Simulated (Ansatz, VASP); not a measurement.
CuO in VASP and in Ansatz

INCAR

```
PREC     = Accurate       # precision mode
ENCUT    = 520            # plane-wave cutoff, eV
EDIFF    = 1E-7           # SCF threshold, eV
ISMEAR   = 0              # smearing method
SIGMA    = 0.05           # smearing width, eV
LREAL    = F              # projectors in reciprocal space
LASPH    = T              # aspherical terms in the spheres
NELM     = 150            # most SCF steps
ALGO     = Normal         # electronic algorithm
ISIF     = 2              # what is computed and relaxed
LWAVE    = F              # write WAVECAR
LCHARG   = F              # write CHGCAR
ISPIN    = 2              # spin polarisation
MAGMOM   = 1 0            # initial moments
LORBIT   = 11             # projections on sites
LMAXMIX  = 4              # l up to which the mixer works
GGA      = PE             # functional
NBANDS   = 20             # bands
```

Contents of KPOINTS:

```
Automatic mesh
0
Gamma
  7 7 7
```

File POSCAR:

```
CuO
1.0
    0.0000000000      2.3272527300      2.3272527300
    2.3272527300      0.0000000000      2.3272527300
    2.3272527300      2.3272527300      0.0000000000
Cu O
1 1
Direct
    0.0000000000      0.0000000000      0.0000000000
    0.2500000000      0.2500000000      0.2500000000
```

Input for Ansatz:

```yaml
crystal:
  lattice:
    - [0.0, 2.32725273, 2.32725273]
    - [2.32725273, 0.0, 2.32725273]
    - [2.32725273, 2.32725273, 0.0]
  atoms:
    - { symbol: Cu, position: [0.0, 0.0, 0.0], spin: 1.0 }
    - { symbol: O, position: [0.25, 0.25, 0.25] }
basis:
  ecutwfc: 420
  ecutrho_ratio: 4
kpoints:
  mp_grid: { grid: [7, 7, 7] }
hamiltonian:
  xc: pbe
scf:
  occupations: { method: gaussian, width: 0.05 }
output:
  forces: true
  stress: true
  eigenvalues: true
  populations: true
  hubbard: { sites: [{ site: 0, l: d }] }
  write_density: true
  write_potential: true
  elf: true
  volumetric_format: npy
magnetization:
  spin_polarized: true
```

Alike in both runs: task single point; functional PBE; k mesh 7 × 7 × 7; occupations gaussian, width 0.05 eV; collinear spin.

```csv
,VASP,Ansatz
version,VASP 6.6.1,Ansatz 0.2.0
potentials or method,"VASP PAW PBE potentials, release 64 (Cu, O), cutoff 520 eV","scalar-relativistic, plane waves, PAW"
valence electrons in the cell,17,25
```

Ansatz gave:

```
gap on the k mesh at the Fermi level (eV)                     : none
pressure (GPa)                                                : -9.1
net moment per atom (μB)                                      : 0.32
size of the moment on the site where the two differ most (μB) : 0.23
```

Problem. What did VASP give for the same quantities?

Solution. gap on the k mesh at the Fermi level (eV): none; pressure (GPa): -8.7; net moment per atom (μB): 0.32; size of the moment on the site where the two differ most (μB): 0.22.

Site moments also hang on the region over which each program counts them. A gap of «none» marks a metal or a gap that the smearing closes. The functional is the same, so the differences come from potentials, cutoffs and numerics. VASP's potentials hold 17 valence electrons a cell and Ansatz's 25, so a difference there can come from the potentials and not from the codes.
